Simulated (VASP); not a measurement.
# SiO2 (vib) (P4_2/mnm) in VASP: notebook

SiO2 (vib) is run at these levels: LDA; tasks: single point, relaxation of cell and atoms.

Program: VASP 6.6.1. These are calculated values, not measurements. Logs are shortened: lines on timing, memory, paths and dates and some standing lists are left out, and cuts for length are marked.

### Step 1. The cell of the first run

Symmetry: P4_2/mnm, No. 136, tetragonal system. Conventional cell: a = 4.155 Å, b = 4.155 Å, c = 2.661 Å, α = 90.00°, β = 90.00°, γ = 90.00°. Si (site symmetry mmm) has 6 O at 1.75 to 1.80 Å within 2.3 Å. O (site symmetry m2m) has 3 Si at 1.75 to 1.80 Å and 1 O at 2.28 Å within 2.3 Å.

### Step 2. Single point, LDA

The input, INCAR:

```
PREC = Accurate
ENCUT = 520
EDIFF = 1E-6
ISMEAR = 0
SIGMA = 0.02
LREAL = False
LASPH = True
NELM = 100
ALGO = Normal
ISIF = 2
LWAVE = False
LCHARG = False
NBANDS = 25
```

The input, KPOINTS:

```
Automatic mesh
0
Gamma
  4 4 8
```

The input, POSCAR:

```
SiO2
1.0
    4.1549901313      0.0000000000      0.0000000000
    0.0000000000      4.1549901313      0.0000000000
    0.0000000000      0.0000000000      2.6613346451
Si O
2 4
Direct
    0.0000000000      0.0000000000      0.0000000000
    0.5000000000      0.5000000000      0.5000000000
    0.3055708791      0.3055708791      0.0000000000
    0.1944291209      0.8055708791      0.5000000000
    0.6944291209      0.6944291209      0.0000000000
    0.8055708791      0.1944291209      0.5000000000
```

Potentials or basis: VASP PAW LDA potentials, release 64 (Si, O).

Command:

```sh
$ cat potpaw_LDA.64/Si/POTCAR potpaw_LDA.64/O/POTCAR > POTCAR
$ mpirun -np 1 vasp_std > vasp.out
```

OUTCAR:

```text
PREC = Accurate
   ENCUT = 520
   EDIFF = 1E-6
   ISMEAR = 0
   LREAL = False
   LASPH = True
   NELM = 100
   ISIF = 2

 ion  position               nearest neighbor table
   1  0.000  0.000  0.000-   4 1.75   6 1.75   4 1.75   6 1.75   5 1.80   3 1.80
   2  0.500  0.500  0.500-   3 1.75   5 1.75   3 1.75   5 1.75   4 1.80   6 1.80
   3  0.306  0.306  0.000-   2 1.75   2 1.75   1 1.80
   4  0.194  0.806  0.500-   1 1.75   1 1.75   2 1.80
   5  0.694  0.694  0.000-   2 1.75   2 1.75   1 1.80
   6  0.806  0.194  0.500-   1 1.75   1 1.75   2 1.80

  LATTYP: Found a simple tetragonal cell.
 ALAT       =     4.1549901313
 C/A-ratio  =     0.6405152746

  Lattice vectors:

 A1 = (   4.1549901313,   0.0000000000,   0.0000000000)
 A2 = (   0.0000000000,   4.1549901313,   0.0000000000)
 A3 = (   0.0000000000,   0.0000000000,   2.6613346451)

Analysis of symmetry for initial positions (statically):
=====================================================================
 Subroutine PRICEL returns:
 Original cell was already a primitive cell.

 Routine SETGRP: Setting up the symmetry group for a
 simple tetragonal supercell.

 Subroutine GETGRP returns: Found 16 space group operations
 (whereof  8 operations were pure point group operations)
 out of a pool of 16 trial point group operations.

The static configuration has the point symmetry D_2h.
 The point group associated with its full space group is D_4h.

Analysis of symmetry for dynamics (positions and initial velocities):
=====================================================================
 Subroutine PRICEL returns:
 Original cell was already a primitive cell.

 Routine SETGRP: Setting up the symmetry group for a
 simple tetragonal supercell.

 Subroutine GETGRP returns: Found 16 space group operations
 (whereof  8 operations were pure point group operations)
 out of a pool of 16 trial point group operations.

The dynamic configuration has the point symmetry D_2h.
 The point group associated with its full space group is D_4h.

 Subroutine INISYM returns: Found 16 space group operations
 (whereof  8 operations are pure point group operations),
 and found     1 'primitive' translations

----------------------------------------------------------------------------------------

                                     Primitive cell

  volume of cell :      45.9451

  direct lattice vectors                    reciprocal lattice vectors
     4.154990131  0.000000000  0.000000000     0.240674459  0.000000000  0.000000000
     0.000000000  4.154990131  0.000000000     0.000000000  0.240674459  0.000000000
     0.000000000  0.000000000  2.661334645     0.000000000  0.000000000  0.375751318

  length of vectors
     4.154990131  4.154990131  2.661334645     0.240674459  0.240674459  0.375751318

  position of ions in fractional coordinates (direct lattice)
     0.000000000  0.000000000  0.000000000
     0.500000000  0.500000000  0.500000000
     0.305570879  0.305570879  0.000000000
     0.194429121  0.805570879  0.500000000
     0.694429121  0.694429121  0.000000000
     0.805570879  0.194429121  0.500000000

  ion indices of the primitive-cell ions
   primitive index   ion index
                 1           1
                 2           2
                 3           3
                 4           4
                 5           5
                 6           6

----------------------------------------------------------------------------------------

 KPOINTS: Automatic mesh

Automatic generation of k-mesh.
 Grid dimensions read from file:
 generate k-points for:    4    4    8

 Generating k-lattice:

  Cartesian coordinates                     Fractional coordinates (reciprocal lattice)
     0.060168615  0.000000000  0.000000000     0.250000000  0.000000000  0.000000000
     0.000000000  0.060168615  0.000000000     0.000000000  0.250000000  0.000000000
     0.000000000  0.000000000  0.046968915     0.000000000  0.000000000  0.125000000

  Length of vectors
     0.060168615  0.060168615  0.046968915

  Shift w.r.t. Gamma in fractional coordinates (k-lattice)
     0.000000000  0.000000000  0.000000000

 Subroutine IBZKPT returns following result:
 ===========================================

 Found     30 irreducible k-points:

 Following reciprocal coordinates:
            Coordinates               Weight
  0.000000  0.000000  0.000000      1.000000
  0.250000  0.000000  0.000000      4.000000
  0.500000  0.000000  0.000000      2.000000
  0.250000  0.250000  0.000000      4.000000
  0.500000  0.250000  0.000000      4.000000
  0.500000  0.500000  0.000000      1.000000
[... 16 lines left out ...]
  0.500000  0.250000  0.375000      8.000000
  0.500000  0.500000  0.375000      2.000000
 [... further k-points ...]
   k-points           NKPTS =     30   k-points in BZ     NKDIM =     30   number of bands    NBANDS=     25
   number of dos      NEDOS =    301   number of ions     NIONS =      6
   total plane-waves  NPLWV =  20480
   dimension x,y,z NGX =    32 NGY =   32 NGZ =   20
   dimension x,y,z NGXF=    64 NGYF=   64 NGZF=   40
   ions per type =               2   4
   NGX,Y,Z   is equivalent  to a cutoff of  12.80, 12.80, 12.49 a.u.
   NGXF,Y,Z  is equivalent  to a cutoff of  25.61, 25.61, 24.99 a.u.
 SYSTEM =  unknown system
   PREC   = accura    normal or accurate (medium, high low for compatibility)
   ISTART =      0    job   : 0-new  1-cont  2-samecut
   ICHARG =      2    charge: 1-file 2-atom 10-const
   ISPIN  =      1    spin polarized calculation?
   LNONCOLLINEAR =      F non collinear calculations
   LSORBIT =      F    spin-orbit coupling
   LASPH  =      T    aspherical Exc in radial PAW
   ENCUT  =  520.0 eV  38.22 Ry    6.18 a.u.   7.73  7.73  4.95*2*pi/ulx,y,z
   NELM   =    100;   NELMIN=  2; NELMDL= -5     # of ELM steps
   EDIFF  = 0.1E-05   stopping-criterion for ELM
   LREAL  =      F    real-space projection
   EDIFFG = 0.1E-04   stopping-criterion for IOM
   NSW    =      0    number of steps for IOM
   IBRION =     -1    ionic relax: 0-MD 1-quasi-New 2-CG
   NFREE  =      0    steps in history (QN), initial steepest desc. (CG)
   ISIF   =      2    stress and relaxation
   ISYM   =      2    0-nonsym 1-usesym 2-fastsym
   POTIM  = 0.5000    time-step for ionic-motion
   TEBEG  =    0.0;   TEEND  =   0.0 temperature during run
   PSTRESS=    0.0 pullay stress
   NELECT =      32.0000    total number of electrons
   NUPDOWN=      -1.0000    fix difference up-down
   EMIN   =  10.00;   EMAX   =-10.00  energy-range for DOS
   EFERMI =   0.00;   METHOD = LEGACY
   ISMEAR =     0;   SIGMA  =   0.02  broadening in eV -4-tet -1-fermi 0-gaus
   EFERMI_NEDOS =   21; number of points for ismear=-14 and -15
   IALGO  =     38    algorithm
   IMIX   =      4    mixing-type and parameters
     AMIX     =   0.40;   BMIX     =  1.00
     AMIX_MAG =   1.60;   BMIX_MAG =  1.00
  volume/ion in A,a.u.               =       7.66        51.68
  Fermi-wavevector in a.u.,A,eV,Ry     =   1.451148  2.742272 28.651558  2.105830
  Thomas-Fermi vector in A             =   2.568678
   LORBIT       =      0    0 simple, 1 ext, 2 COOP (PROOUT), +10 PAW based schemes
   GGA     = CA    functional components
   LHFCALC =     F    Hartree Fock is set to
   AEXX    =    0.0000 exact exchange contribution
   IVDW    =     0    specifies the selected vdW correction
   LEPSILON=     F    determine dielectric tensor
   LRPA    =     F    only Hartree local field effects (RPA)
 non-spin polarized calculation
 Gauss-broadening in eV      SIGMA  =   0.02
  energy-cutoff  :      520.00
  volume of cell :       45.95
 maximum number of plane-waves:      1266
 NGX is ok and might be reduce to    32
   NGX = 15   NGY = 15   NGZ =  9

 number of electron      31.9999969 magnetization

 Free energy of the ion-electron system (eV)
  ---------------------------------------------------
  ext. energy  EPLUGINS =         0.00000000
  ---------------------------------------------------
  free energy    TOTEN  =       -51.96959476 eV

  energy without entropy =      -51.96959476  energy(sigma->0) =      -51.96959476

 E-fermi :   8.4919     XC(G=0): -12.8030

 val. band max:        8.2979540106   @ k =   0.0000   0.0000   0.0000
 cond. band min:      14.1159603162   @ k =   0.0000   0.0000   0.0000
 fundamental gap:      5.8180063056
 Fermi energy:         8.4919473628

 k-point     1 :       0.0000    0.0000    0.0000
  band No.  band energies     occupation
      1     -14.2640      2.00000
      2     -10.4444      2.00000
      3     -10.4444      2.00000
      4     -10.1775      2.00000
      5      -2.7303      2.00000
      6       1.7003      2.00000
[... 17 lines left out ...]
     24      22.5659      0.00000
     25      23.9305      0.00000

 k-point     2 :       0.2500    0.0000    0.0000
  band No.  band energies     occupation
      1     -13.9268      2.00000
      2     -11.6155      2.00000
      3     -10.2723      2.00000
      4      -9.7080      2.00000
      5      -2.3182      2.00000
      6       0.3787      2.00000
[... 17 lines left out ...]
     24      21.7562      0.00000
     25      23.4987      0.00000

 k-point     3 :       0.5000    0.0000    0.0000
  band No.  band energies     occupation
      1     -12.9726      2.00000
      2     -12.9726      2.00000
      3      -9.8850      2.00000
      4      -9.8850      2.00000
      5      -1.2157      2.00000
      6      -1.2157      2.00000
[... 17 lines left out ...]
     24      21.6252      0.00000
     25      23.0947      0.00000

 k-point     4 :       0.2500    0.2500    0.0000
  band No.  band energies     occupation
      1     -13.6097      2.00000
      2     -11.7880      2.00000
      3     -10.6588      2.00000
      4      -9.7890      2.00000
      5      -1.7706      2.00000
      6       0.5428      2.00000
[... 17 lines left out ...]
     24      21.3214      0.00000
     25      23.3521      0.00000
[... 477 lines left out ...]
 k-point    22 :       0.2500    0.2500    0.3750
  band No.  band energies     occupation
      1     -12.0194      2.00000
      2     -10.9670      2.00000
      3      -9.8736      2.00000
      4      -9.7947      2.00000
      5      -1.9798      2.00000
      6      -0.8484      2.00000
[... 17 lines left out ...]
     24      21.8197      0.00000
     25      22.4510      0.00000

 k-point    23 :       0.5000    0.2500    0.3750
  band No.  band energies     occupation
      1     -11.4559      2.00000
      2     -11.4559      2.00000
      3      -9.8821      2.00000
      4      -9.8821      2.00000
      5      -1.7647      2.00000
      6      -1.7647      2.00000
[... 17 lines left out ...]
     24      21.8715      0.00000
     25      22.8970      0.00000

 k-point    24 :       0.5000    0.5000    0.3750
  band No.  band energies     occupation
      1     -11.3121      2.00000
      2     -11.3121      2.00000
      3     -10.0159      2.00000
      4     -10.0159      2.00000
      5      -2.1818      2.00000
      6      -2.1818      2.00000
[... 17 lines left out ...]
     24      22.5187      0.00000
     25      23.2665      0.00000

 [... further k-points ...]
[... 5 lines left out ...]
  --------------------------------------------------------------------------------------
  -------------------------------------------------------------------------------------
  Total        0.2187402      0.2187402      0.4958115     -0.0000000      0.0000000      0.0000000
  in kB        7.6278072      7.6278072     17.2897112     -0.0000000      0.0000000      0.0000000
  external PRESSURE =      10.8484419 kB  Pullay stress =       0.0000000 kB

 VOLUME and BASIS-vectors are now :
 -----------------------------------------------------------------------------
  energy-cutoff  :      520.00
  volume of cell :       45.95
      direct lattice vectors                 reciprocal lattice vectors
     4.154990131  0.000000000  0.000000000     0.240674459  0.000000000  0.000000000
     0.000000000  4.154990131  0.000000000     0.000000000  0.240674459  0.000000000
     0.000000000  0.000000000  2.661334645     0.000000000  0.000000000  0.375751318

 POSITION                                       TOTAL-FORCE (eV/Angst)
 -----------------------------------------------------------------------------------
      0.00000      0.00000      0.00000         0.000000      0.000000      0.000000
      2.07750      2.07750      1.33067         0.000000      0.000000      0.000000
      1.26964      1.26964      0.00000        -0.023798     -0.023798     -0.000000
      0.80785      3.34714      1.33067         0.023798     -0.023798     -0.000000
      2.88535      2.88535      0.00000         0.023798      0.023798      0.000000
      3.34714      0.80785      1.33067        -0.023798      0.023798      0.000000
 -----------------------------------------------------------------------------------
    total drift:                                0.000000      0.000000      0.000000

  FREE ENERGIE OF THE ION-ELECTRON SYSTEM (eV)
  ---------------------------------------------------
  free  energy   TOTEN  =       -51.9695947588 eV

  energy  without entropy=      -51.9695947588  energy(sigma->0) =      -51.96959476
```

Wall time 7.9 s (1 thread of Intel Xeon 6975P-C (Granite Rapids), shared host); peak memory 0.15 GiB.

What came out:

```
Free energy            : -51.9696 eV
Pressure               : 1.1 GPa
Largest force          : 0.034 eV/Å
Band gap on the k mesh : 5.82 eV, direct
```

Forces in eV/Å, atoms in the order of the input:
```
Si   0.000  0.000  0.000
Si   0.000  0.000  0.000
O   -0.024 -0.024  0.000
O    0.024 -0.024  0.000
O    0.024  0.024  0.000
O   -0.024  0.024  0.000
```

### Step 3. Relaxation of cell and atoms, LDA

This run uses another cell than the first one, of 7.79 Å³/atom, 1.018 times its volume.

The input, INCAR:

```
SYSTEM = SiO2
ALGO = Normal
EDIFF = 1E-7
EDIFFG = -0.002
ENCUT = 600
IBRION = 2
ISIF = 3
ISMEAR = 0
LASPH = .True.
LCHARG = .False.
LREAL = .False.
LWAVE = .False.
NELM = 100
NSW = 100
PREC = Accurate
SIGMA = 0.02
```

The input, KPOINTS:

```
k-points
0
Gamma
  4 4 8
  0 0 0
```

The input, POSCAR:

```
SiO2
1.0
    4.1865000000      0.0000000000      0.0000000000
    0.0000000000      4.1865000000      0.0000000000
    0.0000000000      0.0000000000      2.6684000000
Si O
2 4
Direct
    0.0000000000      0.0000000000      0.0000000000
    0.5000000000      0.5000000000      0.5000000000
    0.3059000000      0.3059000000      0.0000000000
    0.1941000000      0.8059000000      0.5000000000
    0.6941000000      0.6941000000      0.0000000000
    0.8059000000      0.1941000000      0.5000000000
```

Potentials or basis: VASP PAW LDA potentials, release 64 (Si, O).

Command:

```sh
$ cat potpaw_LDA.64/Si/POTCAR potpaw_LDA.64/O/POTCAR > POTCAR
$ mpirun -np 1 vasp_std > vasp.out
```

Run time: 36 s. Hardware: 1 thread of Intel Xeon 6975P-C (Granite Rapids), shared host; peak memory 0.16 GiB.

The run converged. Its results:

- Free energy: -51.9903 eV
- Relaxed volume: 7.67 Å³/atom
- Relaxed cell: a = 4.154 Å, b = 4.154 Å, c = 2.666 Å, α = 90.00°, β = 90.00°, γ = 90.00°
- Space group after relaxing (to 0.05 Å): P4_2/mnm (No. 136)
- Energy gained by relaxing: 2.1 meV/atom
- Ionic steps: 7
- Pressure after relaxing: 0.0 GPa
- Band gap on the k mesh: 5.78 eV, direct

Step by step:
```csv
step,energy change (eV),largest force (eV/Å),pressure (GPa),volume (Å³)
1,0.0000,0.0469,-4.78,46.77
2,0.0073,0.2886,6.71,45.21
3,-0.0109,0.0964,0.04,46.08
4,-0.0125,0.0051,0.04,46.00
5,-0.0125,0.0146,0.04,46.00
6,-0.0125,0.0056,-0.01,46.01
7,-0.0125,0.0004,0.00,46.00
```

Final structure:
```yaml
crystal:
  lattice:
    - [4.15400, 0.00000, 0.00000]
    - [0.00000, 4.15400, 0.00000]
    - [0.00000, 0.00000, 2.66598]
  atoms:
    - { symbol: Si, position: [0.00000, 0.00000, 0.00000] }
    - { symbol: Si, position: [0.50000, 0.50000, 0.50000] }
    - { symbol: O, position: [0.30539, 0.30539, 0.00000] }
    - { symbol: O, position: [0.19461, 0.80539, 0.50000] }
    - { symbol: O, position: [0.69461, 0.69461, 0.00000] }
    - { symbol: O, position: [0.80539, 0.19461, 0.50000] }
```

Levels at points of the mesh, in eV from the valence-band top:
```csv
k point,band 12,band 13,band 14,band 15,band 16,band 17,band 18,band 19,band 20
"(0.00, 0.00, 0.00)",-3.24,-2.56,-0.91,-0.91,0.00,5.78,6.41,8.32,8.32
"(0.50, 0.00, 0.00)",-4.02,-2.77,-2.77,-1.09,-1.09,7.71,7.71,8.89,8.89
"(0.50, 0.50, 0.00)",-3.38,-2.79,-2.79,-2.35,-2.35,7.37,7.37,9.91,9.91
"(0.00, 0.00, 0.50)",-4.77,-3.25,-3.25,-2.76,-2.76,9.05,9.05,12.48,12.48
"(0.50, 0.00, 0.50)",-4.14,-2.35,-2.35,-1.83,-1.83,8.69,8.69,9.87,9.87
"(0.50, 0.50, 0.50)",-4.59,-1.79,-1.79,-1.60,-1.60,7.15,7.15,10.88,10.88
```

As with any semilocal functional, this LDA gap is likely too small. Zero-point motion and thermal expansion aren't in these numbers.
